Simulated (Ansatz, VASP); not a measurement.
# BN: VASP beside Ansatz

Contents of INCAR:

```
SYSTEM = BN
PREC = Accurate
ENCUT = 520
EDIFF = 1E-7
ISMEAR = 0
SIGMA = 0.05
LREAL = .FALSE.
LASPH = .TRUE.
NELM = 80
ALGO = Normal
ISIF = 2
LWAVE = .FALSE.
LCHARG = .FALSE.
GGA = PS
NBANDS = 16
```

KPOINTS

```
regular mesh
0
G
  12 12 4
  0 0 0
```

The input POSCAR:

```
BN
1.0
    2.5608183137      0.0000000000      0.0000000000
   -1.2804091569      2.2177337141      0.0000000000
    0.0000000000      0.0000000000      7.3700351068
B N
2 2
Direct
    0.3333333333      0.6666666667      0.2500000000
    0.6666666667      0.3333333333      0.7500000000
    0.3333333333      0.6666666667      0.7500000000
    0.6666666667      0.3333333333      0.2500000000
```

Input for Ansatz:

```yaml
crystal:
  lattice:
    - [2.5608183137, 0.0, 0.0]
    - [-1.2804091569, 2.2177337141, 0.0]
    - [0.0, 0.0, 7.3700351068]
  atoms:
    - { symbol: B, position: [0.3333333333, 0.6666666667, 0.25] }
    - { symbol: B, position: [0.6666666667, 0.3333333333, 0.75] }
    - { symbol: "N", position: [0.3333333333, 0.6666666667, 0.75] }
    - { symbol: "N", position: [0.6666666667, 0.3333333333, 0.25] }
basis:
  ecutwfc: 520.0
kpoints:
  mp_grid: { grid: [12, 12, 4] }
hamiltonian:
  xc: pbesol
  pseudopotentials: { kind: paw, azcp: { folder: soft_1 } }
scf:
  occupations: { method: gaussian, width: 0.05 }
output:
  forces: true
  stress: true
  eigenvalues: true
```

Alike in both runs: task single point; functional PBEsol; k mesh 12 × 12 × 4; occupations gaussian, width 0.05 eV; no spin polarisation.

|  | VASP | Ansatz |
| --- | --- | --- |
| version | VASP 6.6.1 | Ansatz 0.2.0 |
| potentials or method | VASP PAW PBE potentials, release 64 (B, N), cutoff 520 eV | scalar-relativistic, plane waves, PAW |
| valence electrons in the cell | 16 | 16 |

Ansatz gave:

* gap on the k mesh at the Fermi level (eV): 4.23
* least direct gap on the mesh (eV): 4.44
* pressure (GPa): -13.4
* traceless stress, the component that is largest in VASP (GPa): 13.13

What did VASP give for the same quantities?

gap on the k mesh at the Fermi level (eV): 4.22; least direct gap on the mesh (eV): 4.44; pressure (GPa): -13.1; traceless stress, the component that is largest in VASP (GPa): 12.64.

VASP's potentials were made for PBE, not for PBEsol, and Ansatz warns of the same on its side.
